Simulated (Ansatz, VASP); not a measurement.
Two plane-wave programs on Ni

Contents of INCAR:

```
PREC = Accurate
ENCUT = 520
EDIFF = 1E-6
ISMEAR = 0
SIGMA = 0.15
LREAL = False
LASPH = True
NELM = 150
ALGO = Normal
ISIF = 2
LWAVE = False
LCHARG = True
ISPIN = 2
MAGMOM = 0.81
LORBIT = 11
LMAXMIX = 4
GGA = PE
LELF = True
LVHAR = True
NBANDS = 15
```

The input KPOINTS:

```
regular mesh
0
Gamma
  22 22 22
```

POSCAR

```
Ni
1.0
    0.0000000000      1.8209885000      1.7149115000
    1.8209885000      0.0000000000      1.7149115000
    1.8209885000      1.8209885000      0.0000000000
Ni
1
Direct
    0.0000000000      0.0000000000      0.0000000000
```

Input for Ansatz:

```yaml
crystal:
  lattice:
    - [0.0, 1.8209885, 1.7149115]
    - [1.8209885, 0.0, 1.7149115]
    - [1.8209885, 1.8209885, 0.0]
  atoms:
    - { symbol: Ni, position: [0.0, 0.0, 0.0], spin: 0.81 }
basis:
  ecutwfc: 420
kpoints:
  mp_grid: { grid: [22, 22, 22] }
hamiltonian:
  xc: pbe
scf:
  occupations: { method: gaussian, width: 0.15 }
output:
  forces: true
  stress: true
  eigenvalues: true
  populations: true
magnetization:
  spin_polarized: true
```

Change from the starting cell: strain +0.030 along x and y, -0.030 along z, atoms carried along.

Alike in both runs: task single point; functional PBE; k mesh 22 × 22 × 22; occupations gaussian, width 0.15 eV; collinear spin.

|  | VASP | Ansatz |
| --- | --- | --- |
| version | VASP 6.6.1 | Ansatz 0.2.0 |
| potentials or method | VASP PAW PBE potentials, release 64 (Ni), cutoff 520 eV | scalar-relativistic, plane waves, PAW |
| valence electrons in the cell | 10 | 18 |

|  | VASP | Ansatz | Ansatz less VASP |
| --- | --- | --- | --- |
| gap on the k mesh at the Fermi level (eV) | none | none | - |
| pressure (GPa) | -7.4 | -7.5 | -0.06 |
| traceless stress, the component that is largest in VASP (GPa) | 3.42 | 3.57 | +0.153 |
| net moment per atom (μB) | 0.64 | 0.65 | +0.013 |
| size of the moment on the site where the two differ most (μB) | 0.65 | 0.69 | +0.038 |

Site moments also hang on the region over which each program counts them. A gap of «none» marks a metal or a gap that the smearing closes. VASP's potentials hold 10 valence electrons a cell and Ansatz's 18, so a difference there can come from the potentials and not from the codes.
